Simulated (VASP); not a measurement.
A run of VASP 6.6.1 is set up as follows.

INCAR

```
PREC     = Accurate       # precision mode
ENCUT    = 520            # plane-wave cutoff, eV
EDIFF    = 1E-6           # SCF threshold, eV
ISMEAR   = -1             # smearing method
SIGMA    = 0.025          # smearing width, eV
LREAL    = False          # projectors in reciprocal space
LASPH    = True           # aspherical terms in the spheres
NELM     = 150            # most SCF steps
ALGO     = Normal         # electronic algorithm
ISIF     = 2              # what is computed and relaxed
LWAVE    = False          # write WAVECAR
LCHARG   = True           # write CHGCAR
ISPIN    = 2              # spin polarisation
MAGMOM   = 0 0.8          # initial moments
LORBIT   = 11             # projections on sites
LMAXMIX  = 4              # l up to which the mixer works
GGA      = PE             # functional
LELF     = True           # ELF
LVHAR    = True         
NBANDS   = 16             # bands
```

KPOINTS

```
Automatic mesh
0
Gamma
  10 10 10
```

The input POSCAR:

```
AlFe
1.0
    2.9102959362     -0.0292479683     -0.0292479683
   -0.0292479683      2.9102959362     -0.0292479683
   -0.0292479683     -0.0292479683      2.9102959362
Al Fe
1 1
Direct
    0.0000000000      0.0000000000      0.0000000000
    0.5000000000      0.5000000000      0.5000000000
```

Potentials or basis: VASP PAW PBE potentials, release 64 (Al, Fe).

Command:

```bash
$ cat potpaw_PBE.64/Al/POTCAR potpaw_PBE.64/Fe/POTCAR > POTCAR
$ mpirun -np 1 vasp_std > vasp.out
```

Q: Predict the pressure.

A: -5.7 GPa.

Q: Predict the net moment.

A: 0.76 μB per cell.

Q: Estimate the site moments.

A: Al -0.03; Fe +0.81 μB.

Stress tensor (GPa, compression positive):
```
-5.69  2.66  2.66
 2.66 -5.69  2.66
 2.66  2.66 -5.69
```

Caveat: the cell stands under tension.
